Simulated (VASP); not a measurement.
# CuI (I-4m2) in VASP: notebook

Runs on CuI. Level: r2SCAN. Tasks: single point.

Program: VASP 6.6.1. These are calculated values, not measurements. Logs are shortened: lines on timing, memory, paths and dates and some standing lists are left out, and cuts for length are marked.

### Step 1. The cell of the first run

It takes space group I-4m2 (No. 119, tetragonal). Conventional cell: a = 4.238 Å, b = 4.238 Å, c = 6.064 Å, α = 90.00°, β = 90.00°, γ = 90.00°. Within 3.4 Å of Cu (site symmetry -4m2) lie 4 I at 2.61 Å. I (site symmetry -4m2) has 4 Cu at 2.61 Å within 3.4 Å.

### Step 2. Single point, r2SCAN (film at in-plane strain -0.005)

POSCAR reads:

```
CuI
1.0
    2.9966386809      2.9966386809      0.0000000000
   -2.9966386809      2.9966386809      0.0000000000
    0.0000000000      2.9966386809      3.0321409871
Cu I
1 1
Direct
    0.7500000000      0.2500000000      0.5000000000
    0.0000000000      0.0000000000      0.0000000000
```

INCAR.step1 reads:

```
ALGO     = Normal         # electronic algorithm
EDIFF    = 1E-4           # SCF threshold, eV
ENCUT    = 520            # plane-wave cutoff, eV
GGA      = PE             # functional
ISMEAR   = 0              # smearing method
LASPH    = True           # aspherical terms in the spheres
LCHARG   = False          # write CHGCAR
LREAL    = False          # projectors in reciprocal space
LWAVE    = True           # write WAVECAR
NBANDS   = 16             # bands
NELM     = 80             # most SCF steps
PREC     = Accurate       # precision mode
SIGMA    = 0.01           # smearing width, eV
```

INCAR.step2 reads:

```
ALGO     = Normal         # electronic algorithm
EDIFF    = 1E-7           # SCF threshold, eV
ENCUT    = 520            # plane-wave cutoff, eV
ISIF     = 2              # what is computed and relaxed
ISMEAR   = 0              # smearing method
ISTART   = 1            
LASPH    = True           # aspherical terms in the spheres
LCHARG   = False          # write CHGCAR
LMIXTAU  = True         
LREAL    = False          # projectors in reciprocal space
LWAVE    = False          # write WAVECAR
METAGGA  = R2SCAN         # meta-GGA
NBANDS   = 16             # bands
NELM     = 80             # most SCF steps
PREC     = Accurate       # precision mode
SIGMA    = 0.01           # smearing width, eV
```

KPOINTS reads:

```
k-points
0
Gamma
  6 6 6
```

Potentials or basis: VASP PAW PBE potentials, release 64 (Cu, I).

Launch:

```console
$ cat potpaw_PBE.64/Cu/POTCAR potpaw_PBE.64/I/POTCAR > POTCAR
$ cp INCAR.step1 INCAR
$ mpirun -np 1 vasp_std > vasp.out
$ cp INCAR.step2 INCAR
$ mpirun -np 1 vasp_std > vasp.out
```

OUTCAR:

```text
EDIFF = 1E-7
   ENCUT = 520
   ISIF = 2
   ISMEAR = 0
   ISTART = 1
   LASPH = True
   LREAL = False
   METAGGA = R2SCAN
   NELM = 80
   PREC = Accurate

 ion  position               nearest neighbor table
   1  0.750  0.250  0.500-   2 2.61   2 2.61   2 2.61   2 2.61
   2  0.000  0.000  0.000-   1 2.61   1 2.61   1 2.61   1 2.61

  LATTYP: Found a body centered tetragonal cell.
 ALAT       =     4.2378870641
 C/A-ratio  =     1.4309682827

  Lattice vectors:

 A1 = (   2.9966386809,   0.0000000000,  -3.0321409871)
 A2 = (  -2.9966386809,   0.0000000000,  -3.0321409871)
 A3 = (   0.0000000000,   2.9966386809,   3.0321409871)

Analysis of symmetry for initial positions (statically):
=====================================================================
 Subroutine PRICEL returns:
 Original cell was already a primitive cell.

 Routine SETGRP: Setting up the symmetry group for a
 body centered tetragonal supercell.

 Subroutine GETGRP returns: Found  8 space group operations
 (whereof  8 operations were pure point group operations)
 out of a pool of 16 trial point group operations.

The static configuration has the point symmetry D_2d.

Analysis of symmetry for dynamics (positions and initial velocities):
=====================================================================
 Subroutine PRICEL returns:
 Original cell was already a primitive cell.

 Routine SETGRP: Setting up the symmetry group for a
 body centered tetragonal supercell.

 Subroutine GETGRP returns: Found  8 space group operations
 (whereof  8 operations were pure point group operations)
 out of a pool of 16 trial point group operations.

The dynamic configuration has the point symmetry D_2d.

 Subroutine INISYM returns: Found  8 space group operations
 (whereof  8 operations are pure point group operations),
 and found     1 'primitive' translations

----------------------------------------------------------------------------------------

                                     Primitive cell

  volume of cell :      54.4563

  direct lattice vectors                    reciprocal lattice vectors
     2.996638681  2.996638681  0.000000000     0.166853616  0.166853616 -0.164899984
    -2.996638681  2.996638681  0.000000000    -0.166853616  0.166853616 -0.164899984
     0.000000000  2.996638681  3.032140987     0.000000000  0.000000000  0.329799968

  length of vectors
     4.237887064  4.237887064  4.263064901     0.287875430  0.287875430  0.329799968

  position of ions in fractional coordinates (direct lattice)
     0.750000000  0.250000000  0.500000000
     0.000000000  0.000000000  0.000000000

  ion indices of the primitive-cell ions
   primitive index   ion index
                 1           1
                 2           2

----------------------------------------------------------------------------------------

 KPOINTS: k-points

Automatic generation of k-mesh.
 Grid dimensions read from file:
 generate k-points for:    6    6    6

 Generating k-lattice:

  Cartesian coordinates                     Fractional coordinates (reciprocal lattice)
     0.027808936  0.027808936 -0.027483331     0.166666667  0.000000000  0.000000000
    -0.027808936  0.027808936 -0.027483331     0.000000000  0.166666667  0.000000000
     0.000000000  0.000000000  0.054966661     0.000000000  0.000000000  0.166666667

  Length of vectors
     0.047979238  0.047979238  0.054966661

  Shift w.r.t. Gamma in fractional coordinates (k-lattice)
     0.000000000  0.000000000  0.000000000

 Subroutine IBZKPT returns following result:
 ===========================================

 Found     30 irreducible k-points:

 Following reciprocal coordinates:
            Coordinates               Weight
  0.000000  0.000000  0.000000      1.000000
  0.166667  0.000000  0.000000      8.000000
  0.333333  0.000000  0.000000      8.000000
  0.500000  0.000000  0.000000      4.000000
  0.166667  0.166667  0.000000      8.000000
  0.333333  0.166667  0.000000     16.000000
[... 16 lines left out ...]
 -0.333333 -0.333333  0.166667      4.000000
 -0.166667 -0.333333  0.166667     16.000000
 [... further k-points ...]
   k-points           NKPTS =     30   k-points in BZ     NKDIM =     30   number of bands    NBANDS=     16
   number of dos      NEDOS =    301   number of ions     NIONS =      2
   total plane-waves  NPLWV =  32768
   dimension x,y,z NGX =    32 NGY =   32 NGZ =   32
   dimension x,y,z NGXF=    64 NGYF=   64 NGZF=   64
   ions per type =               1   1
   NGX,Y,Z   is equivalent  to a cutoff of  12.55, 12.55, 12.48 a.u.
   NGXF,Y,Z  is equivalent  to a cutoff of  25.11, 25.11, 24.96 a.u.
 SYSTEM =  unknown system
   PREC   = accura    normal or accurate (medium, high low for compatibility)
   ISTART =      1    job   : 0-new  1-cont  2-samecut
   ICHARG =      0    charge: 1-file 2-atom 10-const
   ISPIN  =      1    spin polarized calculation?
   LNONCOLLINEAR =      F non collinear calculations
   LSORBIT =      F    spin-orbit coupling
   LASPH  =      T    aspherical Exc in radial PAW
   ENCUT  =  520.0 eV  38.22 Ry    6.18 a.u.   7.88  7.88  7.93*2*pi/ulx,y,z
   NELM   =     80;   NELMIN=  2; NELMDL=  0     # of ELM steps
   EDIFF  = 0.1E-06   stopping-criterion for ELM
   LREAL  =      F    real-space projection
   EDIFFG = 0.1E-05   stopping-criterion for IOM
   NSW    =      0    number of steps for IOM
   IBRION =     -1    ionic relax: 0-MD 1-quasi-New 2-CG
   NFREE  =      0    steps in history (QN), initial steepest desc. (CG)
   ISIF   =      2    stress and relaxation
   ISYM   =      2    0-nonsym 1-usesym 2-fastsym
   POTIM  = 0.5000    time-step for ionic-motion
   TEBEG  =    0.0;   TEEND  =   0.0 temperature during run
   PSTRESS=    0.0 pullay stress
   NELECT =      18.0000    total number of electrons
   NUPDOWN=      -1.0000    fix difference up-down
   EMIN   =  10.00;   EMAX   =-10.00  energy-range for DOS
   EFERMI =   0.00;   METHOD = LEGACY
   ISMEAR =     0;   SIGMA  =   0.01  broadening in eV -4-tet -1-fermi 0-gaus
   EFERMI_NEDOS =   21; number of points for ismear=-14 and -15
   IALGO  =     38    algorithm
   IMIX   =      4    mixing-type and parameters
     AMIX     =   0.40;   BMIX     =  1.00
     AMIX_MAG =   1.60;   BMIX_MAG =  1.00
  volume/ion in A,a.u.               =      27.23       183.74
  Fermi-wavevector in a.u.,A,eV,Ry     =   1.131921  2.139021 17.432412  1.281246
  Thomas-Fermi vector in A             =   2.268621
   LORBIT       =      0    0 simple, 1 ext, 2 COOP (PROOUT), +10 PAW based schemes
   METAGGA = R2SCAN    functional components
   LHFCALC =     F    Hartree Fock is set to
   AEXX    =    0.0000 exact exchange contribution
   IVDW    =     0    specifies the selected vdW correction
   LEPSILON=     F    determine dielectric tensor
   LRPA    =     F    only Hartree local field effects (RPA)
 non-spin polarized calculation
 Gauss-broadening in eV      SIGMA  =   0.01
  energy-cutoff  :      520.00
  volume of cell :       54.46
 maximum number of plane-waves:      1480
   NGX = 15   NGY = 15   NGZ = 15

 number of electron      18.0000015 magnetization

 Free energy of the ion-electron system (eV)
  ---------------------------------------------------
  ext. energy  EPLUGINS =         0.00000000
  ---------------------------------------------------
  free energy    TOTEN  =       -35.79335965 eV

  energy without entropy =      -35.79335965  energy(sigma->0) =      -35.79335965

 E-fermi :   4.6350     XC(G=0):  -9.5627

 val. band max:        4.5172859434   @ k =   0.0000   0.0000   0.0000
 cond. band min:       6.1923618669   @ k =   0.0000   0.0000   0.0000
 fundamental gap:      1.6750759235
 Fermi energy:         4.6349590517

 k-point     1 :       0.0000    0.0000    0.0000
  band No.  band energies     occupation
      1     -10.1392      2.00000
      2       0.5953      2.00000
      3       0.6103      2.00000
      4       0.6104      2.00000
      5       2.5743      2.00000
      6       2.5842      2.00000
[... 8 lines left out ...]
     15      14.4553      0.00000
     16      14.6362      0.00000

 k-point     2 :       0.1667    0.0000    0.0000
  band No.  band energies     occupation
      1     -10.0005      2.00000
      2       0.0924      2.00000
      3       0.6060      2.00000
      4       0.6236      2.00000
      5       2.5659      2.00000
      6       2.5736      2.00000
[... 8 lines left out ...]
     15      13.7135      0.00000
     16      14.1639      0.00000

 k-point     3 :       0.3333    0.0000    0.0000
  band No.  band energies     occupation
      1      -9.6946      2.00000
      2      -0.9273      2.00000
      3       0.6096      2.00000
      4       0.6437      2.00000
      5       2.5797      2.00000
      6       2.5815      2.00000
[... 8 lines left out ...]
     15      14.2007      0.00000
     16      14.2206      0.00000

 k-point     4 :       0.5000    0.0000    0.0000
  band No.  band energies     occupation
      1      -9.5237      2.00000
      2      -1.4282      2.00000
      3       0.6073      2.00000
      4       0.6499      2.00000
      5       2.6069      2.00000
      6       2.6089      2.00000
[... 8 lines left out ...]
     15      15.9204      0.00000
     16      16.0086      0.00000
[... 324 lines left out ...]
 k-point    22 :      -0.1667    0.5000    0.1667
  band No.  band energies     occupation
      1      -9.4806      2.00000
      2      -0.9377      2.00000
      3       0.0737      2.00000
      4       0.5600      2.00000
      5       2.5123      2.00000
      6       2.5994      2.00000
[... 8 lines left out ...]
     15      16.2457      0.00000
     16      17.2687      0.00000

 k-point    23 :      -0.3333   -0.3333    0.1667
  band No.  band energies     occupation
      1      -9.3088      2.00000
      2      -1.0773      2.00000
      3      -0.0914      2.00000
      4       0.3971      2.00000
      5       2.5145      2.00000
      6       2.5263      2.00000
[... 8 lines left out ...]
     15      16.5423      0.00000
     16      17.2774      0.00000

 k-point    24 :      -0.1667   -0.3333    0.1667
  band No.  band energies     occupation
      1      -9.3676      2.00000
      2      -0.9904      2.00000
      3      -0.2248      2.00000
      4       0.5133      2.00000
      5       2.4708      2.00000
      6       2.5743      2.00000
[... 8 lines left out ...]
     15      16.2953      0.00000
     16      16.9058      0.00000

 [... further k-points ...]

------------------------ aborting loop because EDIFF is reached ----------------------------------------

  FORCE on cell =-STRESS in cart. coord.  units (eV):
  Direction    XX          YY          ZZ          XY          YZ          ZX
  --------------------------------------------------------------------------------------
  -------------------------------------------------------------------------------------
  Total        0.0632938      0.0632938     -0.0084605      0.0000000      0.0000000      0.0000000
  in kB        1.8621873      1.8621873     -0.2489187      0.0000000      0.0000000      0.0000000
  external PRESSURE =       1.1584853 kB  Pullay stress =       0.0000000 kB

 VOLUME and BASIS-vectors are now :
 -----------------------------------------------------------------------------
  energy-cutoff  :      520.00
  volume of cell :       54.46
      direct lattice vectors                 reciprocal lattice vectors
     2.996638681  2.996638681  0.000000000     0.166853616  0.166853616 -0.164899984
    -2.996638681  2.996638681  0.000000000    -0.166853616  0.166853616 -0.164899984
     0.000000000  2.996638681  3.032140987     0.000000000  0.000000000  0.329799968

 POSITION                                       TOTAL-FORCE (eV/Angst)
 -----------------------------------------------------------------------------------
      1.49832      4.49496      1.51607         0.000000      0.000000      0.000000
      0.00000      0.00000      0.00000        -0.000000     -0.000000      0.000000
 -----------------------------------------------------------------------------------
    total drift:                                0.000007     -0.000000     -0.000000

  FREE ENERGIE OF THE ION-ELECTRON SYSTEM (eV)
  ---------------------------------------------------
  free  energy   TOTEN  =       -35.7933596463 eV

  energy  without entropy=      -35.7933596463  energy(sigma->0) =      -35.79335965
```

Wall time 81 s (1 thread of AMD EPYC 9R45 (Zen 5), shared host); peak memory 0.17 GiB.

What came out:

```
Free energy            : -35.7934 eV
Pressure               : 0.1 GPa
Band gap on the k mesh : 1.68 eV
```

Stress tensor (GPa, compression positive):
```
 0.19  0.00  0.00
 0.00  0.19  0.00
 0.00  0.00 -0.02
```

Caveat: the cell differs from its parent crystal (film at in-plane strain -0.005); the PAW data sets were made with another functional, which shifts forces and pressure a little; spin-orbit coupling is left out, which moves the levels of the heavy elements.

### Step 3. Single point, r2SCAN (in-plane strain +0.005, then relaxed in part)

POSCAR reads:

```
CuI
1.0
    3.0267556526      3.0267556526      0.0000000000
   -3.0267556526      3.0267556526      0.0000000000
    0.0000000000      3.0267556526      2.9917654672
Cu I
1 1
Direct
    0.7500000000      0.2500000000      0.5000000000
    0.0000000000      0.0000000000      0.0000000000
```

INCAR.step1 reads:

```
ALGO = Normal
EDIFF = 1E-4
ENCUT = 520
GGA = PE
ISMEAR = 0
LASPH = True
LCHARG = False
LREAL = False
LWAVE = True
NBANDS = 16
NELM = 100
PREC = Accurate
SIGMA = 0.01
```

INCAR.step2 reads:

```
ALGO = Normal
EDIFF = 1E-6
ENCUT = 520
ISIF = 2
ISMEAR = 0
ISTART = 1
LASPH = True
LCHARG = True
LELF = True
LMIXTAU = True
LREAL = False
LVHAR = True
LWAVE = False
METAGGA = R2SCAN
NBANDS = 16
NELM = 100
PREC = Accurate
SIGMA = 0.01
```

KPOINTS is that of step 2.

Potentials or basis: VASP PAW PBE potentials, release 64 (Cu, I).

Launch:

```console
$ cat potpaw_PBE.64/Cu/POTCAR potpaw_PBE.64/I/POTCAR > POTCAR
$ cp INCAR.step1 INCAR
$ mpirun -np 1 vasp_std > vasp.out
$ cp INCAR.step2 INCAR
$ mpirun -np 1 vasp_std > vasp.out
```

It took 82 s on 1 thread of AMD EPYC 9R45 (Zen 5), shared host; peak memory 0.17 GiB.

It converged, with:

- Free energy: -35.7934 eV
- Pressure: -0.2 GPa
- Band gap on the k mesh: 1.65 eV

Stress tensor (GPa, compression positive):
```
-0.24  0.00  0.00
 0.00 -0.24  0.00
 0.00  0.00 -0.04
```

Levels at points of the mesh, in eV from the valence-band top:
```tsv
k point	band 6	band 7	band 8	band 9	band 10	band 11	band 12	band 13
(0.00, 0.00, 0.00)	-1.91	-0.02	-0.02	0.00	1.65	5.21	5.21	5.22
(0.50, 0.00, 0.00)	-1.89	-1.85	-0.76	-0.74	2.55	5.68	5.77	7.74
(0.50, 0.50, 0.00)	-1.84	-1.82	-1.58	-1.56	2.91	3.19	9.87	10.44
(0.00, 0.00, 0.50)	-1.83	-1.82	-1.57	-1.57	2.86	3.10	9.97	10.47
```

Caveat: the cell differs from its parent crystal (in-plane strain +0.005, then relaxed in part); the PAW data sets were made with another functional, which shifts forces and pressure a little; spin-orbit coupling is left out, which moves the levels of the heavy elements.

(Continued in part 2 of 2.)
